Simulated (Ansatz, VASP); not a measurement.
**One calculation of Ge2Sb2Te5, two programs**

POSCAR

```
Ge2Sb2Te5
1.0
    6.8391360000     -3.0660060000      0.0000000000
    6.8391360000      3.0660060000      0.0000000000
   -6.8309770000      0.0000000000      6.8476090000
Ge Sb Te
2 2 5
Direct
    0.4973430000      0.4973430000      0.0110440000
    0.2842870000      0.2842870000      0.1878300000
    0.1118700000      0.1118700000      0.4173520000
    0.9017080000      0.9017080000      0.5878730000
    0.3999590000      0.3999590000      0.5971180000
    0.2065190000      0.2065190000      0.8098030000
    0.0083240000      0.0083240000      0.0064350000
    0.7952880000      0.7952880000      0.1961120000
    0.5947020000      0.5947020000      0.3864330000
```

The input INCAR.step1:

```
SYSTEM = Ge2Sb2Te5
PREC     = Accurate       ! precision mode
ENCUT    = 520            ! plane-wave cutoff, eV
ISMEAR   = 0              ! smearing method
SIGMA    = 0.1            ! smearing width, eV
LREAL    = .False.        ! projectors in reciprocal space
LASPH    = .True.         ! aspherical terms in the spheres
NELM     = 100            ! most SCF steps
NBANDS   = 44             ! bands
GGA      = PE             ! functional
ALGO     = Normal         ! electronic algorithm
EDIFF    = 1E-4           ! SCF threshold, eV
LWAVE    = .True.         ! write WAVECAR
LCHARG   = .False.        ! write CHGCAR
```

INCAR.step2

```
SYSTEM = Ge2Sb2Te5
PREC     = Accurate       ! precision mode
ENCUT    = 520            ! plane-wave cutoff, eV
EDIFF    = 1E-6           ! SCF threshold, eV
ISMEAR   = 0              ! smearing method
SIGMA    = 0.1            ! smearing width, eV
LREAL    = .False.        ! projectors in reciprocal space
LASPH    = .True.         ! aspherical terms in the spheres
NELM     = 100            ! most SCF steps
ALGO     = Normal         ! electronic algorithm
ISIF     = 2              ! what is computed and relaxed
LWAVE    = .False.        ! write WAVECAR
LCHARG   = .True.         ! write CHGCAR
METAGGA  = R2SCAN         ! meta-GGA
LMIXTAU  = .True.       
LELF     = .True.         ! ELF
LVHAR    = .True.       
NBANDS   = 44             ! bands
ISTART   = 1
```

The input KPOINTS:

```
regular mesh
0
Gamma
  4 4 4
  0 0 0
```

Input for Ansatz:

```yaml
crystal:
  lattice:
    - [6.839136, -3.066006, 0.0]
    - [6.839136, 3.066006, 0.0]
    - [-6.830977, 0.0, 6.847609]
  atoms:
    - { symbol: Ge, position: [0.497343, 0.497343, 0.011044] }
    - { symbol: Ge, position: [0.284287, 0.284287, 0.18783] }
    - { symbol: Sb, position: [0.11187, 0.11187, 0.417352] }
    - { symbol: Sb, position: [0.901708, 0.901708, 0.587873] }
    - { symbol: Te, position: [0.399959, 0.399959, 0.597118] }
    - { symbol: Te, position: [0.206519, 0.206519, 0.809803] }
    - { symbol: Te, position: [0.008324, 0.008324, 0.006435] }
    - { symbol: Te, position: [0.795288, 0.795288, 0.196112] }
    - { symbol: Te, position: [0.594702, 0.594702, 0.386433] }
basis:
  ecutwfc: 500
kpoints:
  mp_grid: { grid: [4, 4, 4] }
hamiltonian:
  xc: r2scan
scf:
  occupations: { method: gaussian, width: 0.1 }
output:
  forces: true
  stress: true
  eigenvalues: true
```

Alike in both runs: task single point; functional r2SCAN; k mesh 4 × 4 × 4; occupations gaussian, width 0.1 eV; no spin polarisation.

|  | VASP | Ansatz |
| --- | --- | --- |
| version | VASP 6.6.1 | Ansatz 0.2.0 |
| potentials or method | VASP PAW PBE potentials, release 64 (Ge_d, Sb, Te), cutoff 520 eV | scalar-relativistic, plane waves, PAW |
| valence electrons in the cell | 68 | 138 |

|  | VASP | Ansatz | Ansatz less VASP |
| --- | --- | --- | --- |
| gap on the k mesh at the Fermi level (eV) | 0.03 | 0.03 | +0.002 |
| least direct gap on the mesh (eV) | 0.03 | 0.03 | +0.002 |
| pressure (GPa) | -1.0 | -1.0 | +0.02 |
| traceless stress, the component that is largest in VASP (GPa) | 0.13 | 0.13 | -0.007 |
| rms of the force components (eV/Å) | 0.075 | 0.079 | +0.0037 |

VASP's potentials were made for PBE, not for r2SCAN. Atom by atom the forces differ by 0.005 eV/Å (rms over components). VASP's potentials hold 68 valence electrons a cell and Ansatz's 138, so a difference there can come from the potentials and not from the codes.

Spin-orbit coupling is off throughout.
